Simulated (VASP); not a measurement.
# Mg2CdSe3 in VASP: notebook

The runs below take Mg2CdSe3 through single point, with PBE, r2SCAN.

All numbers are computed with VASP 6.6.1; they aren't measurements. Logs are shortened: lines on timing, memory, paths and dates and some standing lists are left out, and cuts for length are marked.

### 1 The cell of the first run

The typed cell holds 12 atoms: a = 4.302 Å, b = 4.301 Å, c = 20.873 Å, α = 90.02°, β = 90.02°, γ = 120.01°.

### 2 Single point, PBE

INCAR reads:

```
SYSTEM = Mg2CdSe3
PREC = Accurate
ENCUT = 520
EDIFF = 1E-6
ISMEAR = 0
SIGMA = 0.1
LREAL = .False.
LASPH = .True.
NELM = 60
ALGO = Normal
ISIF = 2
LWAVE = .False.
LCHARG = .False.
GGA = PE
NBANDS = 46
```

KPOINTS reads:

```
Automatic mesh
0
Gamma
  6 6 1
  0 0 0
```

POSCAR reads:

```
Mg2CdSe3
1.0
    4.3015126614     -0.0000897813     -0.0006069533
   -2.1508336691      3.7244401362     -0.0006462517
   -0.0029379585     -0.0053537768     20.8727366678
Mg Cd Se
4 2 6
Direct
    0.6661494724      0.3324789328      0.1674753254
    0.6665364315      0.3329803203      0.8302360505
    0.3334944066      0.6671052974      0.3302387153
    0.3337006005      0.6671621741      0.6674301142
    0.6672867601      0.3341809404      0.5009159910
    0.3331922584      0.6664842983      0.0009812023
    0.6667418939      0.3337042770      0.2919558746
    0.6669298744      0.3337863241      0.6293271610
    0.6663726963      0.3330306815      0.9550333246
    0.3326863438      0.6655948521      0.1293798358
    0.3337983102      0.6673256276      0.4550813834
    0.3331109520      0.6661662744      0.7919470220
```

Potentials or basis: VASP PAW PBE potentials, release 64 (Mg, Cd, Se).

On the command line:

```console
$ cat potpaw_PBE.64/Mg/POTCAR potpaw_PBE.64/Cd/POTCAR potpaw_PBE.64/Se/POTCAR > POTCAR
$ mpirun -np 1 vasp_std > vasp.out
```

OUTCAR:

```text
SYSTEM = Mg2CdSe3
   PREC = Accurate
   ENCUT = 520
   EDIFF = 1E-6
   ISMEAR = 0
   LREAL = .False.
   LASPH = .True.
   NELM = 60
   ISIF = 2
   GGA = PE

 ion  position               nearest neighbor table
   1  0.666  0.332  0.167-   7 2.60  10 2.61  10 2.61  10 2.61
   2  0.667  0.333  0.830-   9 2.60  12 2.61  12 2.61  12 2.61
   3  0.333  0.667  0.330-  11 2.61   7 2.61   7 2.61   7 2.61
   4  0.334  0.667  0.667-  12 2.60   8 2.61   8 2.61   8 2.61
   5  0.667  0.334  0.501-  11 2.66  11 2.66  11 2.66   8 2.68
   6  0.333  0.666  0.001-   9 2.66   9 2.66   9 2.66  10 2.68
   7  0.667  0.334  0.292-   1 2.60   3 2.61   3 2.61   3 2.61
   8  0.667  0.334  0.629-   4 2.61   4 2.61   4 2.61   5 2.68
   9  0.666  0.333  0.955-   2 2.60   6 2.66   6 2.66   6 2.66
  10  0.333  0.666  0.129-   1 2.61   1 2.61   1 2.61   6 2.68
  11  0.334  0.667  0.455-   3 2.61   5 2.66   5 2.66   5 2.66
  12  0.333  0.666  0.792-   4 2.60   2 2.61   2 2.61   2 2.61

  LATTYP: Found a base centered monoclinic cell.
 ALAT       =    41.9689237831
 B/A-ratio  =     0.1775161274
 C/A-ratio  =     0.4973379272
 COS(beta)  =    -0.9947356893

  Lattice vectors:

 A1 = (   4.3044506199,   0.0052639955, -20.8733436211)
 A2 = (  -2.1478957106,   3.7297939130, -20.8733829195)
 A3 = (  -0.0029379585,  -0.0053537768,  20.8727366678)

Analysis of symmetry for initial positions (statically):
=====================================================================
 Subroutine PRICEL returns:
 Original cell was already a primitive cell.

 Routine SETGRP: Setting up the symmetry group for a
 base centered monoclinic supercell.

 Subroutine GETGRP returns: Found  1 space group operations
 (whereof  1 operations were pure point group operations)
 out of a pool of  4 trial point group operations.

The static configuration has the point symmetry C_1 .

Analysis of symmetry for dynamics (positions and initial velocities):
=====================================================================
 Subroutine PRICEL returns:
 Original cell was already a primitive cell.

 Routine SETGRP: Setting up the symmetry group for a
 base centered monoclinic supercell.

 Subroutine GETGRP returns: Found  1 space group operations
 (whereof  1 operations were pure point group operations)
 out of a pool of  4 trial point group operations.

The dynamic configuration has the point symmetry C_1 .

 Subroutine INISYM returns: Found  1 space group operations
 (whereof  1 operations are pure point group operations),
 and found     1 'primitive' translations

----------------------------------------------------------------------------------------

                                     Primitive cell

  volume of cell :     334.3923

  direct lattice vectors                    reciprocal lattice vectors
     4.301512661 -0.000089781 -0.000606953     0.232479170  0.134254828  0.000067159
    -2.150833669  3.724440136 -0.000646252     0.000005614  0.268499985  0.000068870
    -0.002937958 -0.005353777 20.872736668     0.000006760  0.000012217  0.047909390

  length of vectors
     4.301512705  4.300876680 20.872737561     0.268460291  0.268499993  0.047909392

  position of ions in fractional coordinates (direct lattice)
     0.666149472  0.332478933  0.167475325
     0.666536431  0.332980320  0.830236050
     0.333494407  0.667105297  0.330238715
     0.333700601  0.667162174  0.667430114
     0.667286760  0.334180940  0.500915991
     0.333192258  0.666484298  0.000981202
     0.666741894  0.333704277  0.291955875
     0.666929874  0.333786324  0.629327161
     0.666372696  0.333030681  0.955033325
     0.332686344  0.665594852  0.129379836
     0.333798310  0.667325628  0.455081383
     0.333110952  0.666166274  0.791947022

  ion indices of the primitive-cell ions
   primitive index   ion index
                 1           1
                 2           2
                 3           3
                 4           4
                 5           5
                 6           6
                 7           7
                 8           8
                 9           9
                10          10
                11          11
                12          12

----------------------------------------------------------------------------------------

 KPOINTS: Automatic mesh

Automatic generation of k-mesh.
 Grid dimensions read from file:
 generate k-points for:    6    6    1

 Generating k-lattice:

  Cartesian coordinates                     Fractional coordinates (reciprocal lattice)
     0.038746528  0.022375805  0.000011193     0.166666667  0.000000000 -0.000000000
     0.000000936  0.044749997  0.000011478    -0.000000000  0.166666667  0.000000000
     0.000006760  0.000012217  0.047909390     0.000000000  0.000000000  1.000000000

  Length of vectors
     0.044743382  0.044749999  0.047909392

  Shift w.r.t. Gamma in fractional coordinates (k-lattice)
     0.000000000  0.000000000  0.000000000

 Subroutine IBZKPT returns following result:
 ===========================================

 Found     20 irreducible k-points:

 Following reciprocal coordinates:
            Coordinates               Weight
  0.000000  0.000000  0.000000      1.000000
  0.166667  0.000000 -0.000000      2.000000
  0.333333  0.000000 -0.000000      2.000000
  0.500000  0.000000 -0.000000      1.000000
 -0.000000  0.166667 -0.000000      2.000000
  0.166667  0.166667  0.000000      2.000000
[... 12 lines left out ...]
  0.333333  0.500000 -0.000000      2.000000
  0.500000  0.500000  0.000000      1.000000
   k-points           NKPTS =     20   k-points in BZ     NKDIM =     20   number of bands    NBANDS=     46
   number of dos      NEDOS =    301   number of ions     NIONS =     12
   total plane-waves  NPLWV = 163840
   dimension x,y,z NGX =    32 NGY =   32 NGZ =  160
   dimension x,y,z NGXF=    64 NGYF=   64 NGZF=  320
   ions per type =               4   2   6
   NGX,Y,Z   is equivalent  to a cutoff of  12.37, 12.37, 12.74 a.u.
   NGXF,Y,Z  is equivalent  to a cutoff of  24.73, 24.74, 25.49 a.u.
 SYSTEM =  Mg2CdSe3
   PREC   = accura    normal or accurate (medium, high low for compatibility)
   ISTART =      0    job   : 0-new  1-cont  2-samecut
   ICHARG =      2    charge: 1-file 2-atom 10-const
   ISPIN  =      1    spin polarized calculation?
   LNONCOLLINEAR =      F non collinear calculations
   LSORBIT =      F    spin-orbit coupling
   LASPH  =      T    aspherical Exc in radial PAW
   ENCUT  =  520.0 eV  38.22 Ry    6.18 a.u.   8.00  8.00 38.81*2*pi/ulx,y,z
   NELM   =     60;   NELMIN=  2; NELMDL= -5     # of ELM steps
   EDIFF  = 0.1E-05   stopping-criterion for ELM
   LREAL  =      F    real-space projection
   EDIFFG = 0.1E-04   stopping-criterion for IOM
   NSW    =      0    number of steps for IOM
   IBRION =     -1    ionic relax: 0-MD 1-quasi-New 2-CG
   NFREE  =      0    steps in history (QN), initial steepest desc. (CG)
   ISIF   =      2    stress and relaxation
   ISYM   =      2    0-nonsym 1-usesym 2-fastsym
   POTIM  = 0.5000    time-step for ionic-motion
   TEBEG  =    0.0;   TEEND  =   0.0 temperature during run
   PSTRESS=    0.0 pullay stress
   NELECT =      68.0000    total number of electrons
   NUPDOWN=      -1.0000    fix difference up-down
   EMIN   =  10.00;   EMAX   =-10.00  energy-range for DOS
   EFERMI =   0.00;   METHOD = LEGACY
   ISMEAR =     0;   SIGMA  =   0.10  broadening in eV -4-tet -1-fermi 0-gaus
   EFERMI_NEDOS =   21; number of points for ismear=-14 and -15
   IALGO  =     38    algorithm
   IMIX   =      4    mixing-type and parameters
     AMIX     =   0.40;   BMIX     =  1.00
     AMIX_MAG =   1.60;   BMIX_MAG =  1.00
  volume/ion in A,a.u.               =      27.87       188.05
  Fermi-wavevector in a.u.,A,eV,Ry     =   0.962703  1.819245 12.609842  0.926797
  Thomas-Fermi vector in A             =   2.092185
   LORBIT       =      0    0 simple, 1 ext, 2 COOP (PROOUT), +10 PAW based schemes
   GGA     = PE    functional components
   LHFCALC =     F    Hartree Fock is set to
   AEXX    =    0.0000 exact exchange contribution
   IVDW    =     0    specifies the selected vdW correction
   LEPSILON=     F    determine dielectric tensor
   LRPA    =     F    only Hartree local field effects (RPA)
 non-spin polarized calculation
 Gauss-broadening in eV      SIGMA  =   0.10
  energy-cutoff  :      520.00
  volume of cell :      334.39
 maximum number of plane-waves:      9065
   NGX = 15   NGY = 15   NGZ = 77

 number of electron      67.9999991 magnetization

 Free energy of the ion-electron system (eV)
  ---------------------------------------------------
  ext. energy  EPLUGINS =         0.00000000
  ---------------------------------------------------
  free energy    TOTEN  =       -41.05222774 eV

  energy without entropy =      -41.05222774  energy(sigma->0) =      -41.05222774

 E-fermi :   1.2469     XC(G=0):  -8.2790

 val. band max:        0.7815878215   @ k =   0.0000   0.0000   0.0000
 cond. band min:       2.3242960989   @ k =   0.0000   0.0000   0.0000
 fundamental gap:      1.5427082774
 Fermi energy:         1.2468658711

 k-point     1 :       0.0000    0.0000    0.0000
  band No.  band energies     occupation
      1     -11.2784      2.00000
      2     -11.1986      2.00000
      3     -11.1413      2.00000
      4     -11.0025      2.00000
      5     -10.8269      2.00000
      6     -10.7673      2.00000
[... 38 lines left out ...]
     45       7.0040      0.00000
     46       7.1593      0.00000

 k-point     2 :       0.1667    0.0000   -0.0000
  band No.  band energies     occupation
      1     -11.1890      2.00000
      2     -11.1247      2.00000
      3     -11.0544      2.00000
      4     -10.9439      2.00000
      5     -10.7660      2.00000
      6     -10.7196      2.00000
[... 38 lines left out ...]
     45       6.6157      0.00000
     46       7.0217      0.00000

 k-point     3 :       0.3333    0.0000   -0.0000
  band No.  band energies     occupation
      1     -10.9967      2.00000
      2     -10.9708      2.00000
      3     -10.8622      2.00000
      4     -10.8188      2.00000
      5     -10.6465      2.00000
      6     -10.6289      2.00000
[... 38 lines left out ...]
     45       6.6848      0.00000
     46       7.2265      0.00000

 k-point     4 :       0.5000    0.0000   -0.0000
  band No.  band energies     occupation
      1     -10.8962      2.00000
      2     -10.8896      2.00000
      3     -10.7521      2.00000
      4     -10.7434      2.00000
      5     -10.5945      2.00000
      6     -10.5895      2.00000
[... 724 lines left out ...]
     45       6.8308      0.00000
     46       6.9597      0.00000

 k-point    19 :       0.3333    0.5000   -0.0000
  band No.  band energies     occupation
      1     -10.8981      2.00000
      2     -10.8909      2.00000
      3     -10.7546      2.00000
      4     -10.7451      2.00000
      5     -10.5934      2.00000
      6     -10.5881      2.00000
[... 38 lines left out ...]
     45       6.8324      0.00000
     46       6.9610      0.00000

 k-point    20 :       0.5000    0.5000    0.0000
  band No.  band energies     occupation
      1     -10.8962      2.00000
      2     -10.8896      2.00000
      3     -10.7521      2.00000
      4     -10.7435      2.00000
      5     -10.5946      2.00000
      6     -10.5895      2.00000
[... 38 lines left out ...]
     45       6.3858      0.00000
     46       7.2299      0.00000

------------------------ aborting loop because EDIFF is reached ----------------------------------------

  FORCE on cell =-STRESS in cart. coord.  units (eV):
  Direction    XX          YY          ZZ          XY          YZ          ZX
  --------------------------------------------------------------------------------------
  -------------------------------------------------------------------------------------
  Total        0.0824243      0.0899664      0.2178784     -0.0009021      0.0122003      0.0072261
  in kB        0.3949204      0.4310568      1.0439228     -0.0043223      0.0584552      0.0346224
  external PRESSURE =       0.6233000 kB  Pullay stress =       0.0000000 kB

 VOLUME and BASIS-vectors are now :
 -----------------------------------------------------------------------------
  energy-cutoff  :      520.00
  volume of cell :      334.39
      direct lattice vectors                 reciprocal lattice vectors
     4.301512661 -0.000089781 -0.000606953     0.232479170  0.134254828  0.000067159
    -2.150833669  3.724440136 -0.000646252     0.000005614  0.268499985  0.000068870
    -0.002937958 -0.005353777 20.872736668     0.000006760  0.000012217  0.047909390

 POSITION                                       TOTAL-FORCE (eV/Angst)
 -----------------------------------------------------------------------------------
      2.14985      1.23734      3.49505         0.000170     -0.000285     -0.008102
      2.14849      1.23566     17.32868         0.000110     -0.000131      0.002035
     -0.00127      2.48280      6.89235         0.000140     -0.000364      0.006395
     -0.00150      2.48120     13.93046        -0.000787     -0.001219     -0.005075
      2.15010      1.24190     10.45487        -0.000278     -0.000153     -0.003473
     -0.00027      2.48225      0.01985        -0.000551     -0.001190     -0.011142
      2.14940      1.24124      6.09330         0.000148     -0.000747      0.002247
      2.14904      1.23974     13.13516         0.000715      0.000357      0.040932
      2.14731      1.23518     19.93354         0.000741      0.000686     -0.025789
     -0.00091      2.47825      2.69988        -0.000125      0.002522      0.040459
     -0.00081      2.48295      9.49816        -0.000119     -0.000828     -0.037544
     -0.00226      2.47683     16.52947        -0.000164      0.001351     -0.000943
 -----------------------------------------------------------------------------------
    total drift:                                0.000021      0.000101     -0.001400

  FREE ENERGIE OF THE ION-ELECTRON SYSTEM (eV)
  ---------------------------------------------------
  free  energy   TOTEN  =       -41.0522277432 eV

  energy  without entropy=      -41.0522277432  energy(sigma->0) =      -41.05222774
```

Run time: 3.3 min. Hardware: 1 thread of AMD EPYC 9R45 (Zen 5), shared host; peak memory 0.52 GiB.

What came out:

```
Free energy            : -41.0522 eV
Pressure               : 0.1 GPa
Largest force          : 0.041 eV/Å
Band gap on the k mesh : 1.54 eV, direct
```

Forces in eV/Å, atoms in the order of the input:
```
Mg   0.000  0.000 -0.008
Mg   0.000  0.000  0.002
Mg   0.000  0.000  0.006
Mg  -0.001 -0.001 -0.005
Cd   0.000  0.000 -0.003
Cd  -0.001 -0.001 -0.011
Se   0.000 -0.001  0.002
Se   0.001  0.000  0.041
Se   0.001  0.001 -0.026
Se   0.000  0.003  0.040
Se   0.000 -0.001 -0.038
Se   0.000  0.001 -0.001
```

### 3 Single point, r2SCAN

POSCAR reads:

```
Mg2CdSe3
1.0
    4.3008487892      0.0000000000      0.0000000000
   -2.1504243946      3.7246443093      0.0000000000
    0.0000000000      0.0000000000     20.8766186000
Mg Cd Se
4 2 6
Direct
    0.6666666667      0.3333333333      0.1673960000
    0.6666666667      0.3333333333      0.8302600000
    0.3333333333      0.6666666667      0.3302600000
    0.3333333333      0.6666666667      0.6673960000
    0.6666666667      0.3333333333      0.5009150000
    0.3333333333      0.6666666667      0.0009150000
    0.6666666667      0.3333333333      0.2919490000
    0.6666666667      0.3333333333      0.6293910000
    0.6666666667      0.3333333333      0.9550900000
    0.3333333333      0.6666666667      0.1293910000
    0.3333333333      0.6666666667      0.4550900000
    0.3333333333      0.6666666667      0.7919490000
```

INCAR.step1 reads:

```
ALGO     = Normal         # electronic algorithm
EDIFF    = 1E-4           # SCF threshold, eV
ENCUT    = 520            # plane-wave cutoff, eV
GGA      = PE             # functional
ISMEAR   = 0              # smearing method
LASPH    = True           # aspherical terms in the spheres
LCHARG   = False          # write CHGCAR
LREAL    = False          # projectors in reciprocal space
LWAVE    = True           # write WAVECAR
NBANDS   = 46             # bands
NELM     = 100            # most SCF steps
PREC     = Accurate       # precision mode
SIGMA    = 0.02           # smearing width, eV
```

INCAR.step2 reads:

```
ALGO     = Normal         # electronic algorithm
EDIFF    = 1E-7           # SCF threshold, eV
ENCUT    = 520            # plane-wave cutoff, eV
ISIF     = 2              # what is computed and relaxed
ISMEAR   = 0              # smearing method
ISTART   = 1            
LASPH    = True           # aspherical terms in the spheres
LCHARG   = False          # write CHGCAR
LMIXTAU  = True         
LREAL    = False          # projectors in reciprocal space
LWAVE    = False          # write WAVECAR
METAGGA  = R2SCAN         # meta-GGA
NBANDS   = 46             # bands
NELM     = 100            # most SCF steps
PREC     = Accurate       # precision mode
SIGMA    = 0.02           # smearing width, eV
```

KPOINTS reads:

```
k-points
0
Gamma
  6 6 2
```

Potentials or basis: VASP PAW PBE potentials, release 64 (Mg, Cd, Se).

On the command line:

```console
$ cat potpaw_PBE.64/Mg/POTCAR potpaw_PBE.64/Cd/POTCAR potpaw_PBE.64/Se/POTCAR > POTCAR
$ cp INCAR.step1 INCAR
$ mpirun -np 1 vasp_std > vasp.out
$ cp INCAR.step2 INCAR
$ mpirun -np 1 vasp_std > vasp.out
```

Run time: 11 min. Hardware: 1 thread of AMD EPYC 9R45 (Zen 5), shared host; peak memory 0.52 GiB.

It converged, with:

| Item | Value |
| --- | --- |
| Free energy | -157.3814 eV |
| Pressure | -1.3 GPa |
| Largest force | 0.019 eV/Å |
| Band gap on the k mesh | 2.09 eV, direct |

Forces in eV/Å, atoms in the order of the input:
```
Mg   0.000  0.000  0.005
Mg   0.000  0.000  0.019
Mg   0.000  0.000  0.019
Mg   0.000  0.000  0.005
Cd   0.000  0.000 -0.009
Cd   0.000  0.000 -0.009
Se   0.000  0.000 -0.008
Se   0.000  0.000  0.010
Se   0.000  0.000 -0.017
Se   0.000  0.000  0.010
Se   0.000  0.000 -0.017
Se   0.000  0.000 -0.008
```

Levels at points of the mesh, in eV from the valence-band top:
```csv
k point,band 30,band 31,band 32,band 33,band 34,band 35,band 36,band 37,band 38,band 39
"(0.00, 0.00, 0.00)",-0.24,-0.02,-0.02,0.00,0.00,2.09,2.83,3.65,3.69,3.94
"(0.50, 0.00, 0.00)",-1.12,-1.11,-0.92,-0.82,-0.69,3.34,3.92,3.96,4.27,4.35
"(0.00, 0.00, 0.50)",-0.65,-0.01,-0.01,-0.01,-0.01,2.45,2.45,3.66,3.66,4.07
"(0.50, 0.00, 0.50)",-1.23,-1.08,-1.08,-0.74,-0.74,3.59,3.59,4.18,4.18,4.35
```

Caveat: the PAW data sets were made with another functional, which shifts forces and pressure a little. r2SCAN opens gaps a little over a GGA but as a rule still falls short of measured ones.

[end of part 1 of 2]
